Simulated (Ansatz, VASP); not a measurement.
Two plane-wave programs on Ti

```
Ti
1.0
     0.00000    2.07060    2.03000
     1.98940    0.00000    2.03000
     1.98940    2.07060    0.00000
Ti
1
Direct
  0.00000 0.00000 0.00000
```

Change from the starting cell: strain -0.0200 x Voigt [1, -1, 0, 0, 0, 0], atoms carried along.

Alike in both runs: task single point; functional PBEsol; k mesh 10 × 10 × 10; occupations gaussian, width 0.15 eV; no spin polarisation.

|  | VASP | Ansatz |
| --- | --- | --- |
| version | VASP 6.6.1 | Ansatz 0.2.0 |
| potentials or method | VASP PAW PBE potentials, release 64 (Ti_sv), cutoff 520 eV | scalar-relativistic, plane waves, PAW |
| valence electrons in the cell | 12 | 12 |

```tsv
	VASP	Ansatz	Ansatz less VASP
gap on the k mesh at the Fermi level (eV)	none	none	-
pressure (GPa)	-0.6	-0.3	+0.29
traceless stress, the component that is largest in VASP (GPa)	0.76	0.76	-0.006
```

VASP's potentials were made for PBE, not for PBEsol. A gap of «none» marks a metal or a gap that the smearing closes.
